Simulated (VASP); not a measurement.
# H (I4/mmm) in VASP: settings compared

H is run at these levels: PBEsol, PBE+D4; tasks: relaxation of cell and atoms.

Everything below comes from runs of VASP 6.6.1. Logs are shortened: lines on timing, memory, paths and dates and some standing lists are left out, and cuts for length are marked.

## 1. The cell of the first run

Symmetry: I4/mmm, No. 139, tetragonal system. The conventional cell has a = 3.383 Å, b = 3.383 Å, c = 4.117 Å, α = 90.00°, β = 90.00°, γ = 90.00°. Within 1.0 Å of H (site symmetry 4mm) lie 1 H at 0.74 Å.

## 2. Relaxation of cell and atoms, PBEsol

The input, INCAR:

```
PREC = Accurate
ENCUT = 1230
EDIFF = 1E-7
ISMEAR = -1
SIGMA = 0.05
LREAL = False
LASPH = True
NELM = 120
ALGO = Normal
ISIF = 3
LWAVE = False
LCHARG = False
GGA = PS
IBRION = 2
NSW = 60
EDIFFG = -0.01
GGA_COMPAT = False
NELMIN = 4
```

The input, KPOINTS:

```
regular mesh
0
Gamma
  11 11 11
```

The input, POSCAR:

```
H
1.0
   -1.6915344700      1.6915344700      2.0584739900
    1.6915344700     -1.6915344700      2.0584739900
    1.6915344700      1.6915344700     -2.0584739900
H
2
Direct
    0.0901377100      0.0901377100      0.0000000000
    0.9098622900      0.9098622900      0.0000000000
```

Potentials or basis: VASP PAW PBE potentials, release 64 (H_h).

The run is started by

```sh
$ cat potpaw_PBE.64/H_h/POTCAR > POTCAR
$ mpirun -np 1 vasp_std > vasp.out
```

OUTCAR:

```text
PREC = Accurate
   ENCUT = 1230
   EDIFF = 1E-7
   ISMEAR = -1
   LREAL = False
   LASPH = True
   NELM = 120
   ISIF = 3
   GGA = PS
   IBRION = 2
   NSW = 60
   EDIFFG = -0.01
   NELMIN = 4

 ion  position               nearest neighbor table
   1  0.090  0.090  0.000-   2 0.74
   2  0.910  0.910  0.000-   1 0.74

  LATTYP: Found a body centered tetragonal cell.
 ALAT       =     3.3830689400
 C/A-ratio  =     1.2169270130

  Lattice vectors:

 A1 = (  -1.6915344700,   1.6915344700,   2.0584739900)
 A2 = (   1.6915344700,  -1.6915344700,   2.0584739900)
 A3 = (   1.6915344700,   1.6915344700,  -2.0584739900)

Analysis of symmetry for initial positions (statically):
=====================================================================
 Subroutine PRICEL returns:
 Original cell was already a primitive cell.

 Routine SETGRP: Setting up the symmetry group for a
 body centered tetragonal supercell.

 Subroutine GETGRP returns: Found 16 space group operations
 (whereof 16 operations were pure point group operations)
 out of a pool of 16 trial point group operations.

The static configuration has the point symmetry D_4h.

Analysis of symmetry for dynamics (positions and initial velocities):
=====================================================================
 Subroutine PRICEL returns:
 Original cell was already a primitive cell.

 Routine SETGRP: Setting up the symmetry group for a
 body centered tetragonal supercell.

 Subroutine GETGRP returns: Found 16 space group operations
 (whereof 16 operations were pure point group operations)
 out of a pool of 16 trial point group operations.

The dynamic configuration has the point symmetry D_4h.

 Subroutine INISYM returns: Found 16 space group operations
 (whereof 16 operations are pure point group operations),
 and found     1 'primitive' translations

----------------------------------------------------------------------------------------

                                     Primitive cell

  volume of cell :      23.5596

  direct lattice vectors                    reciprocal lattice vectors
    -1.691534470  1.691534470  2.058473990     0.000000000  0.295589602  0.242898381
     1.691534470 -1.691534470  2.058473990     0.295589602  0.000000000  0.242898381
     1.691534470  1.691534470 -2.058473990     0.295589602  0.295589602  0.000000000

  length of vectors
     3.155929799  3.155929799  3.155929799     0.382587031  0.382587031  0.418026823

  position of ions in fractional coordinates (direct lattice)
     0.090137710  0.090137710  0.000000000
     0.909862290  0.909862290  0.000000000

  ion indices of the primitive-cell ions
   primitive index   ion index
                 1           1
                 2           2

----------------------------------------------------------------------------------------

 KPOINTS: regular mesh

Automatic generation of k-mesh.
 Grid dimensions read from file:
 generate k-points for:   11   11   11

 Generating k-lattice:

  Cartesian coordinates                     Fractional coordinates (reciprocal lattice)
     0.000000000  0.026871782  0.022081671     0.090909091  0.000000000  0.000000000
     0.026871782  0.000000000  0.022081671     0.000000000  0.090909091  0.000000000
     0.026871782  0.026871782  0.000000000     0.000000000  0.000000000  0.090909091

  Length of vectors
     0.034780639  0.034780639  0.038002438

  Shift w.r.t. Gamma in fractional coordinates (k-lattice)
     0.000000000  0.000000000  0.000000000

 Subroutine IBZKPT returns following result:
 ===========================================

 Found    126 irreducible k-points:

 Following reciprocal coordinates:
            Coordinates               Weight
  0.000000  0.000000  0.000000      1.000000
  0.090909  0.000000 -0.000000      8.000000
  0.181818  0.000000  0.000000      8.000000
  0.272727  0.000000  0.000000      8.000000
  0.363636 -0.000000  0.000000      8.000000
  0.454545  0.000000 -0.000000      8.000000
[... 16 lines left out ...]
 -0.272727  0.181818 -0.000000     16.000000
 -0.181818  0.181818  0.000000      4.000000
 [... further k-points ...]
   k-points           NKPTS =    126   k-points in BZ     NKDIM =    126   number of bands    NBANDS=      5
   number of dos      NEDOS =    301   number of ions     NIONS =      2
   total plane-waves  NPLWV =  46656
   dimension x,y,z NGX =    36 NGY =   36 NGZ =   36
   dimension x,y,z NGXF=    72 NGYF=   72 NGZF=   72
   ions per type =               2
   NGX,Y,Z   is equivalent  to a cutoff of  18.96, 18.96, 18.96 a.u.
   NGXF,Y,Z  is equivalent  to a cutoff of  37.93, 37.93, 37.93 a.u.
 SYSTEM =  unknown system
   PREC   = accura    normal or accurate (medium, high low for compatibility)
   ISTART =      0    job   : 0-new  1-cont  2-samecut
   ICHARG =      2    charge: 1-file 2-atom 10-const
   ISPIN  =      1    spin polarized calculation?
   LNONCOLLINEAR =      F non collinear calculations
   LSORBIT =      F    spin-orbit coupling
   LASPH  =      T    aspherical Exc in radial PAW
   ENCUT  = 1230.0 eV  90.40 Ry    9.51 a.u.   9.02  9.02  9.02*2*pi/ulx,y,z
   NELM   =    120;   NELMIN=  4; NELMDL= -5     # of ELM steps
   EDIFF  = 0.1E-06   stopping-criterion for ELM
   LREAL  =      F    real-space projection
   EDIFFG = -.1E-01   stopping-criterion for IOM
   NSW    =     60    number of steps for IOM
   IBRION =      2    ionic relax: 0-MD 1-quasi-New 2-CG
   NFREE  =      1    steps in history (QN), initial steepest desc. (CG)
   ISIF   =      3    stress and relaxation
   ISYM   =      2    0-nonsym 1-usesym 2-fastsym
   POTIM  = 0.5000    time-step for ionic-motion
   TEBEG  =    0.0;   TEEND  =   0.0 temperature during run
   PSTRESS=    0.0 pullay stress
   NELECT =       2.0000    total number of electrons
   NUPDOWN=      -1.0000    fix difference up-down
   EMIN   =  10.00;   EMAX   =-10.00  energy-range for DOS
   EFERMI =   0.00;   METHOD = LEGACY
   ISMEAR =    -1;   SIGMA  =   0.05  broadening in eV -4-tet -1-fermi 0-gaus
   EFERMI_NEDOS =   21; number of points for ismear=-14 and -15
   IALGO  =     38    algorithm
   IMIX   =      4    mixing-type and parameters
     AMIX     =   0.40;   BMIX     =  1.00
     AMIX_MAG =   1.60;   BMIX_MAG =  1.00
  volume/ion in A,a.u.               =      11.78        79.49
  Fermi-wavevector in a.u.,A,eV,Ry     =   0.719497  1.359653  7.043413  0.517676
  Thomas-Fermi vector in A             =   1.808708
   LORBIT       =      0    0 simple, 1 ext, 2 COOP (PROOUT), +10 PAW based schemes
   GGA     = PS    functional components
   LHFCALC =     F    Hartree Fock is set to
   AEXX    =    0.0000 exact exchange contribution
   IVDW    =     0    specifies the selected vdW correction
   LEPSILON=     F    determine dielectric tensor
   LRPA    =     F    only Hartree local field effects (RPA)
 conjugate gradient relaxation of ions
 non-spin polarized calculation
  energy-cutoff  :     1230.00
  volume of cell :       23.56
 maximum number of plane-waves:      2331
   NGX = 19   NGY = 19   NGZ = 19

--------------------------------------- Ionic step        1  -------------------------------------------

 number of electron       2.0000000 magnetization

 Free energy of the ion-electron system (eV)
  ---------------------------------------------------
  ext. energy  EPLUGINS =         0.00000000
  ---------------------------------------------------
  free energy    TOTEN  =        -6.41629253 eV

  energy without entropy =       -6.41629253  energy(sigma->0) =       -6.41629253

------------------------ aborting loop because EDIFF is reached ----------------------------------------

  FORCE on cell =-STRESS in cart. coord.  units (eV):
  Direction    XX          YY          ZZ          XY          YZ          ZX
  --------------------------------------------------------------------------------------
  -------------------------------------------------------------------------------------
  Total        0.0150460      0.0150460      0.4720018      0.0000000     -0.0000000      0.0000000
  in kB        1.0232088      1.0232088     32.0986813      0.0000000     -0.0000000      0.0000000
  external PRESSURE =      11.3816996 kB  Pullay stress =       0.0000000 kB
[... 93 lines left out ...]
  energy  without entropy=       -6.4215394507  energy(sigma->0) =       -6.42153945

--------------------------------------- Ionic step        4  -------------------------------------------

 number of electron       2.0000000 magnetization

 Free energy of the ion-electron system (eV)
  ---------------------------------------------------
  ext. energy  EPLUGINS =         0.00000000
  ---------------------------------------------------
  free energy    TOTEN  =        -6.42154254 eV

  energy without entropy =       -6.42154254  energy(sigma->0) =       -6.42154254

 E-fermi :  -6.8929     XC(G=0):  -5.4156

 val. band max:       -7.9091314628   @ k =  -0.4545   0.4545   0.4545
 cond. band min:       0.7678485075   @ k =   0.4545   0.0000  -0.0000
 fundamental gap:      8.6769799703
 Fermi energy:        -6.8928785840

 k-point     1 :       0.0000    0.0000    0.0000
  band No.  band energies     occupation
      1     -10.3577      2.00000
      2       5.5498      0.00000
      3       8.7967      0.00000
      4      15.3253      0.00000
      5      15.3253      0.00000

 k-point     2 :       0.0909    0.0000   -0.0000
  band No.  band energies     occupation
      1     -10.2545      2.00000
      2       5.0438      0.00000
      3       9.0188      0.00000
      4      14.2765      0.00000
      5      14.6394      0.00000
[... 169 lines left out ...]
 k-point    24 :      -0.1818    0.1818    0.0000
  band No.  band energies     occupation
      1      -9.8982      2.00000
      2       4.5236      0.00000
      3       7.6075      0.00000
      4      13.1590      0.00000
      5      13.8396      0.00000

 [... further k-points ...]
[... 5 lines left out ...]
  --------------------------------------------------------------------------------------
  -------------------------------------------------------------------------------------
  Total        0.0137428      0.0137428      0.0175368      0.0000000      0.0000000      0.0000000
  in kB        0.9317056      0.9317056      1.1889262      0.0000000      0.0000000      0.0000000
  external PRESSURE =       1.0174458 kB  Pullay stress =       0.0000000 kB
[... 17 lines left out ...]
  FREE ENERGIE OF THE ION-ELECTRON SYSTEM (eV)
  ---------------------------------------------------
  free  energy   TOTEN  =        -6.4215425405 eV

  energy  without entropy=       -6.4215425405  energy(sigma->0) =       -6.42154254

 reached required accuracy - stopping structural energy minimisation
```

Wall time 48 s (1 thread of Intel Xeon Platinum 8488C (Sapphire Rapids), shared host); peak memory 0.22 GiB.

What came out:

- Free energy: -6.4215 eV
- Relaxed volume: 11.82 Å³/atom
- Relaxed cell: a = 3.160 Å, b = 3.160 Å, c = 3.160 Å, α = 115.27°, β = 115.27°, γ = 98.42°
- Space group after relaxing (to 0.1 Å): I4/mmm (No. 139)
- Energy gained by relaxing: 2.6 meV/atom
- Ionic steps: 4
- Pressure after relaxing: 0.1 GPa
- Largest force after relaxing: 0.005 eV/Å
- Band gap on the k mesh: 8.68 eV (least direct gap 9.50 eV)

Forces in eV/Å, atoms in the order of the input:
```
H    0.000  0.000 -0.005
H    0.000  0.000  0.005
```

Step by step:
| step | energy change (eV) | largest force (eV/Å) | pressure (GPa) | volume (Å³) |
| --- | --- | --- | --- | --- |
| 1 | 0.0000 | 0.6057 | 1.14 | 23.56 |
| 2 | 0.0318 | 1.4092 | -2.48 | 23.85 |
| 3 | -0.0052 | 0.0179 | 0.08 | 23.63 |
| 4 | -0.0053 | 0.0049 | 0.10 | 23.63 |

Final structure:
```
H
1.0
    -1.69169    1.69169    2.06445
     1.69169   -1.69169    2.06445
     1.69169    1.69169   -2.06445
H
2
Cartesian
  0.0000 0.0000 0.3799
  0.0000 0.0000 3.7490
```

Levels at points of the mesh, in eV from the valence-band top:
| k point | band 1 | band 2 | band 3 | band 4 | band 5 |
| --- | --- | --- | --- | --- | --- |
| (0.00, 0.00, 0.00) | -2.45 | 13.46 | 16.71 | 23.23 | 23.23 |

Caveat: this functional lacks dispersion, which holds the molecules together, so the pressure and a relaxed volume are unreliable; the PAW data sets were made with another functional, which shifts forces and pressure a little. A k mesh can miss the band edges.

## 3. Relaxation of cell and atoms, PBE+D4

The input, INCAR:

```
SYSTEM = H
  PREC = Accurate
  ENCUT = 1230
  EDIFF = 1E-7
  ISMEAR = -1
  SIGMA = 0.05
  LREAL = .False.
  LASPH = .True.
  NELM = 120
  ALGO = Normal
  ISIF = 3
  LWAVE = .False.
  LCHARG = .False.
  GGA = PE
  IVDW = 13
  IBRION = 2
  NSW = 60
  EDIFFG = -0.01
  GGA_COMPAT = .False.
  NELMIN = 4
```

The input, KPOINTS:

```
regular mesh
0
Gamma
  11 11 11
  0 0 0
```

POSCAR is that of step 2.

Potentials or basis: VASP PAW PBE potentials, release 64 (H_h).

The run is started by

```sh
$ cat potpaw_PBE.64/H_h/POTCAR > POTCAR
$ mpirun -np 1 vasp_std > vasp.out
```

It took 82 s on 1 thread of AMD EPYC 7R43 (Zen 3), shared host; peak memory 0.18 GiB.

Results (log left out):

```yaml
Free_energy: -6.8166 eV
Relaxed_volume: 11.80 Å³/atom
Relaxed_cell: a = 3.158 Å, b = 3.158 Å, c = 3.158 Å, α = 115.22°, β = 115.22°, γ = 98.50°
Space_group_after_relaxing_to_0.1_Å: I4/mmm (No. 139)
Energy_gained_by_relaxing: 0.6 meV/atom
Ionic_steps: 3
Pressure_after_relaxing: 0.1 GPa
Largest_force_after_relaxing: 0.007 eV/Å
Band_gap_on_the_k_mesh: 8.97 eV (least direct gap 9.76 eV)
Dispersion_energy_per_atom: -0.017 eV
```

Forces in eV/Å, atoms in the order of the input:
```
H    0.000  0.000 -0.007
H    0.000  0.000  0.007
```

Step by step:
| step | energy change (eV) | largest force (eV/Å) | pressure (GPa) | volume (Å³) |
| --- | --- | --- | --- | --- |
| 1 | 0.0000 | 0.2787 | 0.58 | 23.56 |
| 2 | 0.0074 | 0.7266 | -1.15 | 23.70 |
| 3 | -0.0011 | 0.0068 | 0.10 | 23.60 |

Final structure:
```yaml
crystal:
  lattice:
    - [-1.69168, 1.69168, 2.06141]
    - [1.69168, -1.69168, 2.06141]
    - [1.69168, 1.69168, -2.06141]
  atoms:
    - { symbol: H, position: [0.09100, 0.09100, 0.00000] }
    - { symbol: H, position: [0.90900, 0.90900, 0.00000] }
```

Levels at points of the mesh, in eV from the valence-band top:
```tsv
k point	band 1	band 2	band 3	band 4	band 5
(0.00, 0.00, 0.00)	-2.36	13.61	16.94	23.49	23.49
```
